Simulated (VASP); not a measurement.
# RbBr (R3m) in VASP: relaxation of the atoms with PBE

Aim: the relaxation of the atoms of RbBr with PBE.

Everything below comes from runs of VASP 6.6.1. Logs are shortened: lines on timing, memory, paths and dates and some standing lists are left out, and cuts for length are marked.

### Step 1. The cell of the first run

It takes space group R3m (No. 160, trigonal). Conventional cell: a = 4.847 Å, b = 4.847 Å, c = 11.871 Å, α = 90.00°, β = 90.00°, γ = 120.00°. Within 4.5 Å of Rb (site symmetry 3m) lie 6 Br at 3.40 to 3.46 Å. Within 4.5 Å of Br (site symmetry 3m) lie 6 Rb at 3.40 to 3.46 Å.

### Step 2. Relaxation of the atoms, PBE

The input, INCAR:

```
SYSTEM = RbBr
ALGO = Normal
EDIFF = 1E-7
EDIFFG = -0.02
ENCUT = 450
GGA = PE
GGA_COMPAT = .FALSE.
IBRION = 2
ISIF = 2
ISMEAR = 0
LASPH = .TRUE.
LCHARG = .FALSE.
LREAL = .FALSE.
LWAVE = .FALSE.
NELM = 120
NELMIN = 4
NSW = 80
PREC = Accurate
SIGMA = 0.01
```

The input, KPOINTS:

```
k-points
0
G
  4 4 4
  0 0 0
```

The input, POSCAR:

```
RbBr
1.0
    0.0000000000      3.4270000000      3.4270000000
    3.4270000000      0.0000000000      3.4270000000
    3.4270000000      3.4270000000      0.0000000000
Rb Br
1 1
Direct
    0.0000000000      0.0000000000      0.0000000000
    0.4956230000      0.5131310000      0.4956230000
```

Potentials or basis: VASP PAW PBE potentials, release 64 (Rb_sv, Br).

The run is started by

```
cat potpaw_PBE.64/Rb_sv/POTCAR potpaw_PBE.64/Br/POTCAR > POTCAR
mpirun -np 1 vasp_std > vasp.out
```

OUTCAR:

```text
SYSTEM = RbBr
   EDIFF = 1E-7
   EDIFFG = -0.02
   ENCUT = 450
   GGA = PE
   IBRION = 2
   ISIF = 2
   ISMEAR = 0
   LASPH = .TRUE.
   LREAL = .FALSE.
   NELM = 120
   NELMIN = 4
   NSW = 80
   PREC = Accurate

 ion  position               nearest neighbor table
   1  0.000  0.000  0.000-   2 3.40   2 3.40   2 3.40   2 3.46   2 3.46   2 3.46
   2  0.496  0.513  0.496-   1 3.40   1 3.40   1 3.40   1 3.46   1 3.46   1 3.46

  LATTYP: Found a face centered cubic cell.
 ALAT       =     6.8540000000

  Lattice vectors:

 A1 = (   0.0000000000,   3.4270000000,   3.4270000000)
 A2 = (   3.4270000000,   0.0000000000,   3.4270000000)
 A3 = (   3.4270000000,   3.4270000000,   0.0000000000)

Analysis of symmetry for initial positions (statically):
=====================================================================
 Subroutine PRICEL returns:
 Original cell was already a primitive cell.

 Routine SETGRP: Setting up the symmetry group for a
 face centered cubic supercell.

 Subroutine GETGRP returns: Found  6 space group operations
 (whereof  6 operations were pure point group operations)
 out of a pool of 48 trial point group operations.

The static configuration has the point symmetry C_3v.

Analysis of symmetry for dynamics (positions and initial velocities):
=====================================================================
 Subroutine PRICEL returns:
 Original cell was already a primitive cell.

 Routine SETGRP: Setting up the symmetry group for a
 face centered cubic supercell.

 Subroutine GETGRP returns: Found  6 space group operations
 (whereof  6 operations were pure point group operations)
 out of a pool of 48 trial point group operations.

The dynamic configuration has the point symmetry C_3v.

 Subroutine INISYM returns: Found  6 space group operations
 (whereof  6 operations are pure point group operations),
 and found     1 'primitive' translations

----------------------------------------------------------------------------------------

                                     Primitive cell

  volume of cell :      80.4956

  direct lattice vectors                    reciprocal lattice vectors
     0.000000000  3.427000000  3.427000000    -0.145900204  0.145900204  0.145900204
     3.427000000  0.000000000  3.427000000     0.145900204 -0.145900204  0.145900204
     3.427000000  3.427000000  0.000000000     0.145900204  0.145900204 -0.145900204

  length of vectors
     4.846509878  4.846509878  4.846509878     0.252706567  0.252706567  0.252706567

  position of ions in fractional coordinates (direct lattice)
     0.000000000  0.000000000  0.000000000
     0.495623000  0.513131000  0.495623000

  ion indices of the primitive-cell ions
   primitive index   ion index
                 1           1
                 2           2

----------------------------------------------------------------------------------------

 KPOINTS: k-points

Automatic generation of k-mesh.
 Grid dimensions read from file:
 generate k-points for:    4    4    4

 Generating k-lattice:

  Cartesian coordinates                     Fractional coordinates (reciprocal lattice)
    -0.036475051  0.036475051  0.036475051     0.250000000  0.000000000  0.000000000
     0.036475051 -0.036475051  0.036475051     0.000000000  0.250000000  0.000000000
     0.036475051  0.036475051 -0.036475051     0.000000000  0.000000000  0.250000000

  Length of vectors
     0.063176642  0.063176642  0.063176642

  Shift w.r.t. Gamma in fractional coordinates (k-lattice)
     0.000000000  0.000000000  0.000000000

 Subroutine IBZKPT returns following result:
 ===========================================

 Found     13 irreducible k-points:

 Following reciprocal coordinates:
            Coordinates               Weight
  0.000000  0.000000  0.000000      1.000000
  0.250000  0.000000  0.000000      6.000000
  0.000000  0.250000  0.000000      2.000000
  0.500000  0.000000  0.000000      3.000000
  0.000000  0.500000  0.000000      1.000000
  0.250000  0.250000  0.000000      6.000000
  0.500000  0.250000  0.000000      6.000000
  0.000000  0.500000  0.250000      6.000000
  0.250000  0.000000  0.500000     12.000000
 -0.250000  0.250000  0.000000      6.000000
  0.250000  0.000000 -0.250000      6.000000
  0.500000  0.500000  0.000000      3.000000
 -0.250000  0.500000  0.250000      6.000000
   k-points           NKPTS =     13   k-points in BZ     NKDIM =     13   number of bands    NBANDS=     12
   number of dos      NEDOS =    301   number of ions     NIONS =      2
   total plane-waves  NPLWV =  46656
   dimension x,y,z NGX =    36 NGY =   36 NGZ =   36
   dimension x,y,z NGXF=    72 NGYF=   72 NGZF=   72
   ions per type =               1   1
   NGX,Y,Z   is equivalent  to a cutoff of  12.35, 12.35, 12.35 a.u.
   NGXF,Y,Z  is equivalent  to a cutoff of  24.70, 24.70, 24.70 a.u.
 SYSTEM =  RbBr
   PREC   = accura    normal or accurate (medium, high low for compatibility)
   ISTART =      0    job   : 0-new  1-cont  2-samecut
   ICHARG =      2    charge: 1-file 2-atom 10-const
   ISPIN  =      1    spin polarized calculation?
   LNONCOLLINEAR =      F non collinear calculations
   LSORBIT =      F    spin-orbit coupling
   LASPH  =      T    aspherical Exc in radial PAW
   ENCUT  =  450.0 eV  33.07 Ry    5.75 a.u.   8.38  8.38  8.38*2*pi/ulx,y,z
   NELM   =    120;   NELMIN=  4; NELMDL= -5     # of ELM steps
   EDIFF  = 0.1E-06   stopping-criterion for ELM
   LREAL  =      F    real-space projection
   EDIFFG = -.2E-01   stopping-criterion for IOM
   NSW    =     80    number of steps for IOM
   IBRION =      2    ionic relax: 0-MD 1-quasi-New 2-CG
   NFREE  =      1    steps in history (QN), initial steepest desc. (CG)
   ISIF   =      2    stress and relaxation
   ISYM   =      2    0-nonsym 1-usesym 2-fastsym
   POTIM  = 0.5000    time-step for ionic-motion
   TEBEG  =    0.0;   TEEND  =   0.0 temperature during run
   PSTRESS=    0.0 pullay stress
   NELECT =      16.0000    total number of electrons
   NUPDOWN=      -1.0000    fix difference up-down
   EMIN   =  10.00;   EMAX   =-10.00  energy-range for DOS
   EFERMI =   0.00;   METHOD = LEGACY
   ISMEAR =     0;   SIGMA  =   0.01  broadening in eV -4-tet -1-fermi 0-gaus
   EFERMI_NEDOS =   21; number of points for ismear=-14 and -15
   IALGO  =     38    algorithm
   IMIX   =      4    mixing-type and parameters
     AMIX     =   0.40;   BMIX     =  1.00
     AMIX_MAG =   1.60;   BMIX_MAG =  1.00
  volume/ion in A,a.u.               =      40.25       271.61
  Fermi-wavevector in a.u.,A,eV,Ry     =   0.955412  1.805467 12.419564  0.912812
  Thomas-Fermi vector in A             =   2.084247
   LORBIT       =      0    0 simple, 1 ext, 2 COOP (PROOUT), +10 PAW based schemes
   GGA     = PE    functional components
   LHFCALC =     F    Hartree Fock is set to
   AEXX    =    0.0000 exact exchange contribution
   IVDW    =     0    specifies the selected vdW correction
   LEPSILON=     F    determine dielectric tensor
   LRPA    =     F    only Hartree local field effects (RPA)
 conjugate gradient relaxation of ions
 non-spin polarized calculation
 Gauss-broadening in eV      SIGMA  =   0.01
  energy-cutoff  :      450.00
  volume of cell :       80.50
 maximum number of plane-waves:      1807
 NGX is ok and might be reduce to    36
   NGX = 17   NGY = 17   NGZ = 17

--------------------------------------- Ionic step        1  -------------------------------------------

 number of electron      16.0000000 magnetization

 Free energy of the ion-electron system (eV)
  ---------------------------------------------------
  ext. energy  EPLUGINS =         0.00000000
  ---------------------------------------------------
  free energy    TOTEN  =        -6.09537404 eV

  energy without entropy =       -6.09537404  energy(sigma->0) =       -6.09537404

------------------------ aborting loop because EDIFF is reached ----------------------------------------

  FORCE on cell =-STRESS in cart. coord.  units (eV):
  Direction    XX          YY          ZZ          XY          YZ          ZX
  --------------------------------------------------------------------------------------
  -------------------------------------------------------------------------------------
  Total        0.5155792      0.5155792      0.5155792      0.0021683      0.0021683     -0.0021683
  in kB       10.2620399     10.2620399     10.2620399      0.0431578      0.0431578     -0.0431578
  external PRESSURE =      10.2620399 kB  Pullay stress =       0.0000000 kB

 VOLUME and BASIS-vectors are now :
 -----------------------------------------------------------------------------
  energy-cutoff  :      450.00
  volume of cell :       80.50
      direct lattice vectors                 reciprocal lattice vectors
     0.000000000  3.427000000  3.427000000    -0.145900204  0.145900204  0.145900204
     3.427000000  0.000000000  3.427000000     0.145900204 -0.145900204  0.145900204
     3.427000000  3.427000000  0.000000000     0.145900204  0.145900204 -0.145900204

 POSITION                                       TOTAL-FORCE (eV/Angst)
 -----------------------------------------------------------------------------------
      0.00000      0.00000      0.00000         0.037722     -0.037722      0.037722
      3.45700      3.39700      3.45700        -0.037722      0.037722     -0.037722
 -----------------------------------------------------------------------------------
    total drift:                               -0.000012      0.000012     -0.000012

  FREE ENERGIE OF THE ION-ELECTRON SYSTEM (eV)
  ---------------------------------------------------
  free  energy   TOTEN  =        -6.0953740429 eV
[... 53 lines left out ...]
 VOLUME and BASIS-vectors are now :
 -----------------------------------------------------------------------------
  energy-cutoff  :      450.00
  volume of cell :       80.50
      direct lattice vectors                 reciprocal lattice vectors
     0.000000000  3.427000000  3.427000000    -0.145900204  0.145900204  0.145900204
     3.427000000  0.000000000  3.427000000     0.145900204 -0.145900204  0.145900204
     3.427000000  3.427000000  0.000000000     0.145900204  0.145900204 -0.145900204

 POSITION                                       TOTAL-FORCE (eV/Angst)
 -----------------------------------------------------------------------------------
      3.43428      6.84672      3.43428         0.019287     -0.019287      0.019287
      3.44972      3.40428      3.44972        -0.019287      0.019287     -0.019287
 -----------------------------------------------------------------------------------
    total drift:                                0.000031     -0.000032      0.000031

  FREE ENERGIE OF THE ION-ELECTRON SYSTEM (eV)
  ---------------------------------------------------
  free  energy   TOTEN  =        -6.0966215637 eV

  energy  without entropy=       -6.0966215637  energy(sigma->0) =       -6.09662156

--------------------------------------- Ionic step        4  -------------------------------------------

 number of electron      16.0000000 magnetization

 Free energy of the ion-electron system (eV)
  ---------------------------------------------------
  ext. energy  EPLUGINS =         0.00000000
  ---------------------------------------------------
  free energy    TOTEN  =        -6.09699378 eV

  energy without entropy =       -6.09699378  energy(sigma->0) =       -6.09699378

 E-fermi :  -1.6943     XC(G=0):  -7.2334

 val. band max:       -1.7518039117   @ k =   0.0000   0.0000   0.0000
 cond. band min:       2.6105414852   @ k =   0.0000   0.0000   0.0000
 fundamental gap:      4.3623453969
 Fermi energy:        -1.6943382871

 k-point     1 :       0.0000    0.0000    0.0000
  band No.  band energies     occupation
      1     -26.1665      2.00000
      2     -13.9329      2.00000
      3     -10.2434      2.00000
      4     -10.2434      2.00000
      5     -10.2434      2.00000
      6      -1.7518      2.00000
      7      -1.7518      2.00000
      8      -1.7518      2.00000
      9       2.6105      0.00000
     10       5.5274      0.00000
     11       5.5274      0.00000
     12       5.5276      0.00000

 k-point     2 :       0.2500    0.0000    0.0000
  band No.  band energies     occupation
      1     -26.1618      2.00000
      2     -13.9544      2.00000
      3     -10.2473      2.00000
      4     -10.2472      2.00000
      5     -10.2193      2.00000
      6      -2.3128      2.00000
      7      -1.9374      2.00000
      8      -1.9374      2.00000
      9       3.8790      0.00000
     10       5.3974      0.00000
     11       6.2500      0.00000
     12       6.2502      0.00000
[... 176 lines left out ...]
 VOLUME and BASIS-vectors are now :
 -----------------------------------------------------------------------------
  energy-cutoff  :      450.00
  volume of cell :       80.50
      direct lattice vectors                 reciprocal lattice vectors
     0.000000000  3.427000000  3.427000000    -0.145900204  0.145900204  0.145900204
     3.427000000  0.000000000  3.427000000     0.145900204 -0.145900204  0.145900204
     3.427000000  3.427000000  0.000000000     0.145900204  0.145900204 -0.145900204

 POSITION                                       TOTAL-FORCE (eV/Angst)
 -----------------------------------------------------------------------------------
      3.44520      6.83580      3.44520        -0.008128      0.008128     -0.008128
      3.43880      3.41520      3.43880         0.008128     -0.008128      0.008128
 -----------------------------------------------------------------------------------
    total drift:                                0.000085     -0.000085      0.000085

  FREE ENERGIE OF THE ION-ELECTRON SYSTEM (eV)
  ---------------------------------------------------
  free  energy   TOTEN  =        -6.0969937761 eV

  energy  without entropy=       -6.0969937761  energy(sigma->0) =       -6.09699378

 reached required accuracy - stopping structural energy minimisation
```

It took 39 s on 1 thread of AMD EPYC 7R43 (Zen 3), shared host; peak memory 0.17 GiB.

What came out:

| Quantity | Value |
| --- | --- |
| Free energy | -6.0970 eV |
| Energy gained by relaxing | 0.8 meV/atom |
| Ionic steps | 4 |
| Pressure after relaxing | 1.0 GPa |
| Largest force after relaxing | 0.014 eV/Å |
| Band gap on the k mesh | 4.36 eV, direct |

Forces on the atoms (eV/Å):
```
Rb  -0.008  0.008 -0.008
Br   0.008 -0.008  0.008
```

Step by step:
```tsv
step	energy change (eV)	largest force (eV/Å)	pressure (GPa)
1	0.0000	0.0653	1.03
2	-0.0004	0.0572	1.02
3	-0.0012	0.0334	1.02
4	-0.0016	0.0141	1.01
```

Final structure:
```cif
data_structure
_symmetry_space_group_name_H-M 'P 1'
_symmetry_Int_Tables_number 1
_cell_length_a 4.8465
_cell_length_b 4.8465
_cell_length_c 4.8465
_cell_angle_alpha 60.000
_cell_angle_beta 60.000
_cell_angle_gamma 60.000
_cell_volume 80.50
loop_
_atom_site_label
_atom_site_type_symbol
_atom_site_fract_x
_atom_site_fract_y
_atom_site_fract_z
_atom_site_occupancy
Rb1 Rb 0.99734 0.00797 0.99734 1
Br1 Br 0.49828 0.50517 0.49828 1
```
